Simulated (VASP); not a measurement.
Input of a VASP 6.6.1 run:

Contents of INCAR:

```
SYSTEM = Ge
PREC = Accurate ; ENCUT = 500
EDIFF = 1E-6 ; ISMEAR = -1
SIGMA = 0.1 ; LREAL = .False.
LASPH = .True. ; NELM = 120
ALGO = Normal ; ISIF = 2
LWAVE = .False. ; LCHARG = .False.
GGA = CA ; NBANDS = 21
GGA_COMPAT = .False.
```

KPOINTS

```
regular mesh
0
Gamma
  6 6 6
  0 0 0
```

The input POSCAR:

```
Ge
1.0
    0.0000000000      2.8661367691      2.8661367691
    2.8661367691      0.0000000000      2.8661367691
    2.8661367691      2.8661367691      0.0000000000
Ge
2
Direct
    0.0000000000      0.0000000000      0.0000000000
    0.2500000000      0.2500000000      0.2500000000
```

Potentials or basis: VASP PAW LDA potentials, release 64 (Ge_d).

Run with:

```console
$ cat potpaw_LDA.64/Ge_d/POTCAR > POTCAR
$ mpirun -np 1 vasp_std > vasp.out
```

Q: Predict the pressure.

A: -3.4 GPa.

Q: Estimate the band gap on the k mesh.

A: Zero (band 14 reaches 4.36 eV, above the bottom of band 15 at 4.30 eV).
